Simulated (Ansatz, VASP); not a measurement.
# ZnS in VASP and in Ansatz

```
CELL_PARAMETERS angstrom
0.00000 2.41499 2.41499
2.41499 0.00000 2.41499
2.41499 2.41499 0.00000
ATOMIC_POSITIONS crystal
Zn 0.00000 0.00000 0.00000
S 0.25000 0.25000 0.25000
```

Change from the starting cell: volume scaled by 0.72, PAW files.

Alike in both runs: task single point; functional r2SCAN; k mesh 12 × 12 × 12; occupations fermi-dirac, width 0.05 eV; no spin polarisation.

```csv
,VASP,Ansatz
version,VASP 6.6.1,Ansatz 0.2.0
potentials or method,"VASP PAW PBE potentials, release 64 (Zn, S)","PAW with Ansatz's default frozen-core files, scalar-relativistic"
plane-wave cutoff (eV),520,500
valence electrons in the cell,18,18
```

|  | VASP | Ansatz | Ansatz less VASP |
| --- | --- | --- | --- |
| gap on the k mesh at the Fermi level (eV) | 2.76 | 2.75 | -0.006 |
| pressure (GPa) | 53.3 | 52.8 | -0.48 |

VASP's potentials were made for PBE, not for r2SCAN. Both programs put the cell under a high pressure, so it lies far from rest at this level. The functional is the same, so the differences come from potentials, cutoffs and numerics.
